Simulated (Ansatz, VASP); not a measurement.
# One calculation of Mg3SnO, two programs

INCAR

```
SYSTEM = Mg3SnO
PREC = Accurate
ENCUT = 520
EDIFF = 1E-6
ISMEAR = -1
SIGMA = 0.02
LREAL = .FALSE.
LASPH = .TRUE.
NELM = 100
ALGO = Normal
ISIF = 2
LWAVE = .FALSE.
LCHARG = .FALSE.
GGA = PE
NBANDS = 21
```

Contents of KPOINTS:

```
regular mesh
0
G
  6 6 6
  0 0 0
```

POSCAR

```
Mg3SnO
1.0
    4.3888062176      0.0000000000      0.0000000000
    0.0000000000      4.3888062176      0.0000000000
    0.0000000000      0.0000000000      4.3888062176
Sn O Mg
1 1 3
Direct
    0.0000000000      0.0000000000      0.0000000000
    0.5000000000      0.5000000000      0.5000000000
    0.5000000000      0.5000000000      0.0000000000
    0.5000000000      0.0000000000      0.5000000000
    0.0000000000      0.5000000000      0.5000000000
```

Input for Ansatz:

```yaml
crystal:
  lattice:
    - [4.3888062176, 0.0, 0.0]
    - [0.0, 4.3888062176, 0.0]
    - [0.0, 0.0, 4.3888062176]
  atoms:
    - { symbol: Sn, position: [0.0, 0.0, 0.0] }
    - { symbol: O, position: [0.5, 0.5, 0.5] }
    - { symbol: Mg, position: [0.5, 0.5, 0.0] }
    - { symbol: Mg, position: [0.5, 0.0, 0.5] }
    - { symbol: Mg, position: [0.0, 0.5, 0.5] }
kpoints:
  mp_grid: { grid: [6, 6, 6] }
hamiltonian:
  xc: pbe
scf:
  occupations: { method: fermi_dirac, width: 0.02 }
  n_extra_bands: 5
output:
  forces: true
  stress: true
  eigenvalues: true
```

Alike in both runs: task single point; functional PBE; k mesh 6 × 6 × 6; occupations fermi-dirac, width 0.02 eV; no spin polarisation.

|  | VASP | Ansatz |
| --- | --- | --- |
| version | VASP 6.6.1 | Ansatz 0.2.0 |
| potentials or method | VASP PAW PBE potentials, release 64 (Sn_d, O, Mg) | plane waves, PAW |
| plane-wave cutoff (eV) | 520 | 420 |
| valence electrons in the cell | 26 | 50 |

```csv
,VASP,Ansatz,Ansatz less VASP
pressure (GPa),-0.3,0.0,+0.33
```

VASP's potentials hold 26 valence electrons a cell and Ansatz's 50, so a difference there can come from the potentials and not from the codes.
